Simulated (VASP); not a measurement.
Wanted: the native input for a VASP 6.6.1 run.

```
Task                   : single point
Functional             : PBE
Potentials or basis    : VASP PAW PBE potentials, release 64 (Ca_sv, Y_sv)
Cutoff                 : 520 eV
k mesh                 : 6 × 6 × 6
Occupations            : gaussian, width 0.1 eV
Spin                   : no spin polarisation
Dipole correction      : no
Further INCAR settings : ALGO = Fast; EDIFF = 1e-07; NBANDS = 50
```

The structure of Ca7Y lies in POSCAR:

```
Ca7Y
1.0
    6.9336025376      0.0000000000      0.0000000000
    0.0000000000      6.9336025376      0.0000000000
    0.0000000000      0.0000000000      6.9873108191
Ca Y
7 1
Direct
    0.0000000000      0.2524533081      0.2417605711
    0.5000000000      0.0000000000      0.2498316738
    0.7475466919      0.0000000000      0.7582394289
    0.0000000000      0.7475466919      0.2417605711
    0.0000000000      0.5000000000      0.7501683262
    0.5000000000      0.5000000000      0.5000000000
    0.2524533081      0.0000000000      0.7582394289
    0.5000000000      0.5000000000      0.0000000000
```

The input as run:

INCAR

```
PREC = Accurate ; ENCUT = 520
EDIFF = 1E-7 ; ISMEAR = 0
SIGMA = 0.1 ; LREAL = False
LASPH = True ; NELM = 100
ALGO = Fast ; ISIF = 2
LWAVE = False ; LCHARG = True
GGA = PE ; LELF = True
LVHAR = True ; NBANDS = 50
```

KPOINTS

```
regular mesh
0
Gamma
  6 6 6
```

Potentials or basis: VASP PAW PBE potentials, release 64 (Ca_sv, Y_sv).

The run is started by

```sh
$ cat potpaw_PBE.64/Ca_sv/POTCAR potpaw_PBE.64/Y_sv/POTCAR > POTCAR
$ mpirun -np 1 vasp_std > vasp.out
```

Results of the run:

* Pressure: -0.5 GPa
* Largest force: 0.007 eV/Å
* Band gap on the k mesh: zero (an odd number of electrons rules out a gap without spin polarisation)

It took 33 min on 1 thread of Intel(R) Xeon(R) 6975P-C (Granite Rapids), with other jobs on the host, peak memory 0.78 GiB.
